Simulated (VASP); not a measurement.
# Ga2BAs3 (I-4m2) in VASP: a series of runs

Ga2BAs3 is run at these levels: PBE; tasks: single point, relaxation of cell and atoms.

Program: VASP 6.6.1. These are calculated values, not measurements. Logs are shortened: lines on timing, memory, paths and dates and some standing lists are left out, and cuts for length are marked.

### Step 1. The cell of the first run

The structure is tetragonal, space group I-4m2 (No. 119). Conventional cell: a = 3.800 Å, b = 3.800 Å, c = 16.123 Å, α = 90.00°, β = 90.00°, γ = 90.00°. Ga (site symmetry 2mm) has 4 As at 2.33 Å within 3.1 Å. B (site symmetry -4m2) has 4 As at 2.33 Å within 3.1 Å. As (site symmetry 2mm) has 2 B at 2.33 Å and 2 Ga at 2.33 Å within 3.1 Å. Within 3.1 Å of As (site symmetry -4m2) lie 4 Ga at 2.33 Å.

### Step 2. Single point, PBE

File INCAR:

```
SYSTEM = Ga2BAs3
  ALGO = Normal
  EDIFF = 1E-6
  ENCUT = 520
  GGA = PE
  ISIF = 2
  ISMEAR = 0
  LASPH = .TRUE.
  LCHARG = .FALSE.
  LREAL = .FALSE.
  LWAVE = .FALSE.
  NBANDS = 31
  NELM = 100
  PREC = Accurate
  SIGMA = 0.1
```

File KPOINTS:

```
k-points
0
G
  6 6 6
  0 0 0
```

File POSCAR:

```
Ga2BAs3
1.0
   -1.9001415200      1.9001415200      8.0616177200
    1.9001415200     -1.9001415200      8.0616177200
    1.9001415200      1.9001415200     -8.0616177200
Ga B As
2 1 3
Direct
    0.6666666700      0.6666666700      0.0000000000
    0.3333333300      0.3333333300      0.0000000000
    0.0000000000      0.0000000000      0.0000000000
    0.5833333300      0.0833333300      0.5000000000
    0.2500000000      0.7500000000      0.5000000000
    0.9166666700      0.4166666700      0.5000000000
```

Potentials or basis: VASP PAW PBE potentials, release 64 (Ga_d, B, As).

Launch:

```bash
> cat potpaw_PBE.64/Ga_d/POTCAR potpaw_PBE.64/B/POTCAR potpaw_PBE.64/As/POTCAR > POTCAR
> mpirun -np 1 vasp_std > vasp.out
```

OUTCAR:

```text
SYSTEM = Ga2BAs3
   EDIFF = 1E-6
   ENCUT = 520
   GGA = PE
   ISIF = 2
   ISMEAR = 0
   LASPH = .TRUE.
   LREAL = .FALSE.
   NELM = 100
   PREC = Accurate

 ion  position               nearest neighbor table
   1  0.667  0.667  0.000-   5 2.33   5 2.33   4 2.33   4 2.33
   2  0.333  0.333  0.000-   5 2.33   5 2.33   6 2.33   6 2.33
   3  0.000  0.000  0.000-   4 2.33   6 2.33   4 2.33   6 2.33
   4  0.583  0.083  0.500-   3 2.33   3 2.33   1 2.33   1 2.33
   5  0.250  0.750  0.500-   2 2.33   1 2.33   2 2.33   1 2.33
   6  0.917  0.417  0.500-   3 2.33   3 2.33   2 2.33   2 2.33

  LATTYP: Found a body centered tetragonal cell.
 ALAT       =     3.8002830400
 C/A-ratio  =     4.2426406850

  Lattice vectors:

 A1 = (  -1.9001415200,   1.9001415200,   8.0616177200)
 A2 = (   1.9001415200,  -1.9001415200,   8.0616177200)
 A3 = (   1.9001415200,   1.9001415200,  -8.0616177200)

Analysis of symmetry for initial positions (statically):
=====================================================================
 Subroutine PRICEL returns:
 Original cell was already a primitive cell.

 Routine SETGRP: Setting up the symmetry group for a
 body centered tetragonal supercell.

 Subroutine GETGRP returns: Found  8 space group operations
 (whereof  8 operations were pure point group operations)
 out of a pool of 16 trial point group operations.

The static configuration has the point symmetry D_2d.

Analysis of symmetry for dynamics (positions and initial velocities):
=====================================================================
 Subroutine PRICEL returns:
 Original cell was already a primitive cell.

 Routine SETGRP: Setting up the symmetry group for a
 body centered tetragonal supercell.

 Subroutine GETGRP returns: Found  8 space group operations
 (whereof  8 operations were pure point group operations)
 out of a pool of 16 trial point group operations.

The dynamic configuration has the point symmetry D_2d.

 Subroutine INISYM returns: Found  8 space group operations
 (whereof  8 operations are pure point group operations),
 and found     1 'primitive' translations

----------------------------------------------------------------------------------------

                                     Primitive cell

  volume of cell :     116.4271

  direct lattice vectors                    reciprocal lattice vectors
    -1.900141520  1.900141520  8.061617720     0.000000000  0.263138295  0.062022291
     1.900141520 -1.900141520  8.061617720     0.263138295  0.000000000  0.062022291
     1.900141520  1.900141520 -8.061617720     0.263138295  0.263138295  0.000000000

  length of vectors
     8.497691207  8.497691207  8.497691207     0.270348899  0.270348899  0.372133746

  position of ions in fractional coordinates (direct lattice)
     0.666666670  0.666666670  0.000000000
     0.333333330  0.333333330  0.000000000
     0.000000000  0.000000000  0.000000000
     0.583333330  0.083333330  0.500000000
     0.250000000  0.750000000  0.500000000
     0.916666670  0.416666670  0.500000000

  ion indices of the primitive-cell ions
   primitive index   ion index
                 1           1
                 2           2
                 3           3
                 4           4
                 5           5
                 6           6

----------------------------------------------------------------------------------------

 KPOINTS: k-points

Automatic generation of k-mesh.
 Grid dimensions read from file:
 generate k-points for:    6    6    6

 Generating k-lattice:

  Cartesian coordinates                     Fractional coordinates (reciprocal lattice)
     0.000000000  0.043856383  0.010337048     0.166666667  0.000000000 -0.000000000
     0.043856383  0.000000000  0.010337048     0.000000000  0.166666667 -0.000000000
     0.043856383  0.043856383  0.000000000     0.000000000  0.000000000  0.166666667

  Length of vectors
     0.045058150  0.045058150  0.062022291

  Shift w.r.t. Gamma in fractional coordinates (k-lattice)
     0.000000000  0.000000000  0.000000000

 Subroutine IBZKPT returns following result:
 ===========================================

 Found     30 irreducible k-points:

 Following reciprocal coordinates:
            Coordinates               Weight
  0.000000  0.000000  0.000000      1.000000
  0.166667 -0.000000  0.000000      8.000000
  0.333333  0.000000 -0.000000      8.000000
  0.500000 -0.000000  0.000000      4.000000
  0.166667  0.166667  0.000000      8.000000
  0.333333  0.166667  0.000000     16.000000
[... 16 lines left out ...]
 -0.333333 -0.333333  0.166667      8.000000
 -0.166667 -0.333333  0.166667      8.000000
 [... further k-points ...]
   k-points           NKPTS =     30   k-points in BZ     NKDIM =     30   number of bands    NBANDS=     31
   number of dos      NEDOS =    301   number of ions     NIONS =      6
   total plane-waves  NPLWV = 262144
   dimension x,y,z NGX =    64 NGY =   64 NGZ =   64
   dimension x,y,z NGXF=   128 NGYF=  128 NGZF=  128
   ions per type =               2   1   3
   NGX,Y,Z   is equivalent  to a cutoff of  12.52, 12.52, 12.52 a.u.
   NGXF,Y,Z  is equivalent  to a cutoff of  25.04, 25.04, 25.04 a.u.
 SYSTEM =  Ga2BAs3
   PREC   = accura    normal or accurate (medium, high low for compatibility)
   ISTART =      0    job   : 0-new  1-cont  2-samecut
   ICHARG =      2    charge: 1-file 2-atom 10-const
   ISPIN  =      1    spin polarized calculation?
   LNONCOLLINEAR =      F non collinear calculations
   LSORBIT =      F    spin-orbit coupling
   LASPH  =      T    aspherical Exc in radial PAW
   ENCUT  =  520.0 eV  38.22 Ry    6.18 a.u.  15.80 15.80 15.80*2*pi/ulx,y,z
   NELM   =    100;   NELMIN=  2; NELMDL= -5     # of ELM steps
   EDIFF  = 0.1E-05   stopping-criterion for ELM
   LREAL  =      F    real-space projection
   EDIFFG = 0.1E-04   stopping-criterion for IOM
   NSW    =      0    number of steps for IOM
   IBRION =     -1    ionic relax: 0-MD 1-quasi-New 2-CG
   NFREE  =      0    steps in history (QN), initial steepest desc. (CG)
   ISIF   =      2    stress and relaxation
   ISYM   =      2    0-nonsym 1-usesym 2-fastsym
   POTIM  = 0.5000    time-step for ionic-motion
   TEBEG  =    0.0;   TEEND  =   0.0 temperature during run
   PSTRESS=    0.0 pullay stress
   NELECT =      44.0000    total number of electrons
   NUPDOWN=      -1.0000    fix difference up-down
   EMIN   =  10.00;   EMAX   =-10.00  energy-range for DOS
   EFERMI =   0.00;   METHOD = LEGACY
   ISMEAR =     0;   SIGMA  =   0.10  broadening in eV -4-tet -1-fermi 0-gaus
   EFERMI_NEDOS =   21; number of points for ismear=-14 and -15
   IALGO  =     38    algorithm
   IMIX   =      4    mixing-type and parameters
     AMIX     =   0.40;   BMIX     =  1.00
     AMIX_MAG =   1.60;   BMIX_MAG =  1.00
  volume/ion in A,a.u.               =      19.40       130.95
  Fermi-wavevector in a.u.,A,eV,Ry     =   1.183607  2.236694 19.060764  1.400927
  Thomas-Fermi vector in A             =   2.319838
   LORBIT       =      0    0 simple, 1 ext, 2 COOP (PROOUT), +10 PAW based schemes
   GGA     = PE    functional components
   LHFCALC =     F    Hartree Fock is set to
   AEXX    =    0.0000 exact exchange contribution
   IVDW    =     0    specifies the selected vdW correction
   LEPSILON=     F    determine dielectric tensor
   LRPA    =     F    only Hartree local field effects (RPA)
 non-spin polarized calculation
 Gauss-broadening in eV      SIGMA  =   0.10
  energy-cutoff  :      520.00
  volume of cell :      116.43
 maximum number of plane-waves:      3146
   NGX = 31   NGY = 31   NGZ = 31

 number of electron      43.9999997 magnetization

 Free energy of the ion-electron system (eV)
  ---------------------------------------------------
  ext. energy  EPLUGINS =         0.00000000
  ---------------------------------------------------
  free energy    TOTEN  =       -26.03961332 eV

  energy without entropy =      -26.03961332  energy(sigma->0) =      -26.03961332

 E-fermi :   5.0624     XC(G=0):  -9.9001

 val. band max:        4.6394579583   @ k =   0.0000   0.0000   0.0000
 cond. band min:       5.5486751295   @ k =   0.0000   0.0000   0.0000
 fundamental gap:      0.9092171712
 Fermi energy:         5.0623571072

 k-point     1 :       0.0000    0.0000    0.0000
  band No.  band energies     occupation
      1     -10.6546      2.00000
      2     -10.5542      2.00000
      3     -10.4791      2.00000
      4     -10.4791      2.00000
      5     -10.4377      2.00000
      6     -10.4377      2.00000
[... 23 lines left out ...]
     30       8.0066      0.00000
     31      12.1073      0.00000

 k-point     2 :       0.1667   -0.0000    0.0000
  band No.  band energies     occupation
      1     -10.6496      2.00000
      2     -10.5493      2.00000
      3     -10.5024      2.00000
      4     -10.4764      2.00000
      5     -10.4504      2.00000
      6     -10.4405      2.00000
[... 23 lines left out ...]
     30       9.4242      0.00000
     31      10.7097      0.00000

 k-point     3 :       0.3333    0.0000   -0.0000
  band No.  band energies     occupation
      1     -10.6465      2.00000
      2     -10.5548      2.00000
      3     -10.5268      2.00000
      4     -10.4697      2.00000
      5     -10.4650      2.00000
      6     -10.4477      2.00000
[... 23 lines left out ...]
     30      10.1937      0.00000
     31      10.7793      0.00000

 k-point     4 :       0.5000   -0.0000    0.0000
  band No.  band energies     occupation
      1     -10.6489      2.00000
      2     -10.5663      2.00000
      3     -10.5280      2.00000
      4     -10.4679      2.00000
      5     -10.4641      2.00000
      6     -10.4537      2.00000
[... 23 lines left out ...]
     30       9.8939      0.00000
     31      10.2711      0.00000

 k-point     5 :       0.1667    0.1667    0.0000
  band No.  band energies     occupation
      1     -10.6473      2.00000
      2     -10.5449      2.00000
      3     -10.5181      2.00000
      4     -10.4716      2.00000
      5     -10.4514      2.00000
      6     -10.4470      2.00000
[... 23 lines left out ...]
     30       9.6621      0.00000
     31      10.0282      0.00000
[... 542 lines left out ...]
     30      10.2158      0.00000
     31      10.6224      0.00000

 k-point    22 :      -0.1667    0.5000    0.1667
  band No.  band energies     occupation
      1     -10.6459      2.00000
      2     -10.5568      2.00000
      3     -10.5262      2.00000
      4     -10.4698      2.00000
      5     -10.4647      2.00000
      6     -10.4476      2.00000
[... 23 lines left out ...]
     30      10.8526      0.00000
     31      11.3275      0.00000

 k-point    23 :      -0.3333   -0.3333    0.1667
  band No.  band energies     occupation
      1     -10.6463      2.00000
      2     -10.5486      2.00000
      3     -10.5169      2.00000
      4     -10.4718      2.00000
      5     -10.4510      2.00000
      6     -10.4467      2.00000
[... 23 lines left out ...]
     30       9.7847      0.00000
     31      10.4268      0.00000

 k-point    24 :      -0.1667   -0.3333    0.1667
  band No.  band energies     occupation
      1     -10.6485      2.00000
      2     -10.5527      2.00000
      3     -10.5017      2.00000
      4     -10.4766      2.00000
      5     -10.4502      2.00000
      6     -10.4404      2.00000
[... 23 lines left out ...]
     30       9.7720      0.00000
     31      10.4312      0.00000

 [... further k-points ...]

------------------------ aborting loop because EDIFF is reached ----------------------------------------

  FORCE on cell =-STRESS in cart. coord.  units (eV):
  Direction    XX          YY          ZZ          XY          YZ          ZX
  --------------------------------------------------------------------------------------
  -------------------------------------------------------------------------------------
  Total        4.6083684      4.6083684      4.0512104      0.0000000      0.0000000      0.0000000
  in kB       63.4167068     63.4167068     55.7495401      0.0000000      0.0000000      0.0000000
  external PRESSURE =      60.8609846 kB  Pullay stress =       0.0000000 kB

 VOLUME and BASIS-vectors are now :
 -----------------------------------------------------------------------------
  energy-cutoff  :      520.00
  volume of cell :      116.43
      direct lattice vectors                 reciprocal lattice vectors
    -1.900141520  1.900141520  8.061617720     0.000000000  0.263138295  0.062022291
     1.900141520 -1.900141520  8.061617720     0.263138295  0.000000000  0.062022291
     1.900141520  1.900141520 -8.061617720     0.263138295  0.263138295  0.000000000

 POSITION                                       TOTAL-FORCE (eV/Angst)
 -----------------------------------------------------------------------------------
      0.00000      0.00000     10.74882         0.000000      0.000000     -0.237906
      0.00000      0.00000      5.37441         0.000000      0.000000      0.237906
      0.00000      0.00000      0.00000         0.000000      0.000000     -0.000000
      0.00000      1.90014      1.34360        -0.000000     -0.000000     -3.207865
      1.90014      0.00000      4.03081         0.000000      0.000000      0.000000
      0.00000      1.90014      6.71801        -0.000000     -0.000000      3.207865
 -----------------------------------------------------------------------------------
    total drift:                                0.000001     -0.000001      0.000000

  FREE ENERGIE OF THE ION-ELECTRON SYSTEM (eV)
  ---------------------------------------------------
  free  energy   TOTEN  =       -26.0396133153 eV

  energy  without entropy=      -26.0396133153  energy(sigma->0) =      -26.03961332
```

It took 5.3 min on 1 thread of Intel Xeon Platinum 8488C (Sapphire Rapids), shared host; peak memory 0.62 GiB.

Results:

- Free energy: -26.0396 eV
- Pressure: 6.1 GPa
- Largest force: 3.208 eV/Å
- Band gap on the k mesh: 0.91 eV

Forces in eV/Å, atoms in the order of the input:
```
Ga   0.000  0.000 -0.238
Ga   0.000  0.000  0.238
B    0.000  0.000  0.000
As   0.000  0.000 -3.208
As   0.000  0.000  0.000
As   0.000  0.000  3.208
```

Levels at points of the mesh, in eV from the valence-band top:
```tsv
k point	band 20	band 21	band 22	band 23	band 24	band 25
(0.00, 0.00, 0.00)	-0.10	0.00	0.00	0.91	1.42	1.78
(0.50, 0.00, 0.00)	-1.47	-1.41	-1.27	1.11	2.48	2.94
(0.50, 0.50, 0.00)	-3.74	-3.15	-3.15	1.25	1.42	3.29
(0.50, 0.50, 0.50)	-1.41	-1.11	-1.11	1.29	1.45	2.04
```

Caveat: the cell stands under pressure; forces of over 1 eV/Å act on the atoms, so gaps and moduli don't describe the material at rest.

### Step 3. Single point, PBE

This run uses another cell than the first one, of 20.07 Å³/atom.

File INCAR:

```
SYSTEM = Ga2BAs3
PREC     = Accurate       ! precision mode
ENCUT    = 520            ! plane-wave cutoff, eV
EDIFF    = 1E-6           ! SCF threshold, eV
ISMEAR   = 0              ! smearing method
SIGMA    = 0.1            ! smearing width, eV
LREAL    = .False.        ! projectors in reciprocal space
LASPH    = .True.         ! aspherical terms in the spheres
NELM     = 80             ! most SCF steps
ALGO     = Normal         ! electronic algorithm
ISIF     = 2              ! what is computed and relaxed
LWAVE    = .False.        ! write WAVECAR
LCHARG   = .False.        ! write CHGCAR
GGA      = PE             ! functional
NBANDS   = 31             ! bands
```

File KPOINTS:

```
regular mesh
0
Gamma
  6 6 6
  0 0 0
```

File POSCAR:

```
Ga2BAs3
1.0
   -1.9030556331      1.9030556331      8.3138755788
    1.9030556331     -1.9030556331      8.3138755788
    1.9030556331      1.9030556331     -8.3138755788
Ga B As
2 1 3
Direct
    0.6596645078      0.6596645078      0.0000000000
    0.3403354922      0.3403354922      0.0000000000
    0.0000000000      0.0000000000      0.0000000000
    0.5679707634      0.0679707634      0.5000000000
    0.2500000000      0.7500000000      0.5000000000
    0.9320292366      0.4320292366      0.5000000000
```

Potentials or basis: VASP PAW PBE potentials, release 64 (Ga_d, B, As).

Launch:

```bash
> cat potpaw_PBE.64/Ga_d/POTCAR potpaw_PBE.64/B/POTCAR potpaw_PBE.64/As/POTCAR > POTCAR
> mpirun -np 1 vasp_std > vasp.out
```

Wall time 9.4 min (1 thread of Intel Xeon Platinum 8488C (Sapphire Rapids), shared host); peak memory 0.71 GiB.

Results (log left out):

* Free energy: -26.9485 eV
* Pressure: 0.4 GPa
* Largest force: 0.012 eV/Å
* Band gap on the k mesh: 0.47 eV

Forces on the atoms (eV/Å):
```
Ga   0.000  0.000 -0.008
Ga   0.000  0.000  0.008
B    0.000  0.000  0.000
As   0.000  0.000  0.012
As   0.000  0.000  0.000
As   0.000  0.000 -0.012
```

Stress tensor (GPa, compression positive):
```
0.45 0.00 0.00
0.00 0.45 0.00
0.00 0.00 0.36
```

Levels at points of the mesh, in eV from the valence-band top:
```
           k point  band 19  band 20  band 21  band 22  band 23  band 24  band 25  band 26
(0.00, 0.00, 0.00)    -1.99    -0.43     0.00     0.00     0.47     0.65     1.46     2.55
(0.50, 0.00, 0.00)    -2.73    -1.62    -1.02    -0.88     0.62     1.84     2.83     3.88
(0.50, 0.50, 0.00)    -3.88    -3.85    -3.22    -3.15     1.12     1.15     2.82     2.96
(0.50, 0.50, 0.50)    -1.45    -1.45    -0.77    -0.77     0.62     1.01     2.28     2.67
```

(Part 1 of 2 ends here.)
